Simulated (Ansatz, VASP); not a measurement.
**SrCl2: VASP beside Ansatz**

```
CELL_PARAMETERS angstrom
0.00000 3.38944 3.67246
3.38944 0.00000 3.67246
3.38944 3.38944 0.00000
ATOMIC_POSITIONS crystal
Sr 0.00000 0.00000 0.00000
Cl 0.25000 0.25000 0.25000
Cl 0.75000 0.75000 0.75000
```

Alike in both runs: task single point; functional PBE; k mesh 6 × 6 × 6; occupations gaussian, width 0.05 eV; no spin polarisation.

|  | VASP | Ansatz |
| --- | --- | --- |
| version | VASP 6.6.1 | Ansatz 0.2.0 |
| potentials or method | VASP PAW PBE potentials, release 64 (Sr_sv, Cl), cutoff 520 eV | scalar-relativistic, plane waves, PAW |
| valence electrons in the cell | 24 | 24 |

VASP gave:

```
gap on the k mesh at the Fermi level (eV)                     : 4.93
least direct gap on the mesh (eV)                             : 5.25
pressure (GPa)                                                : 1.4
traceless stress, the component that is largest in VASP (GPa) : -2.75
```

Problem. What did Ansatz give for the same quantities?

Solution. gap on the k mesh at the Fermi level (eV): 4.94; least direct gap on the mesh (eV): 5.25; pressure (GPa): 1.3; traceless stress, the component that is largest in VASP (GPa): -2.77.
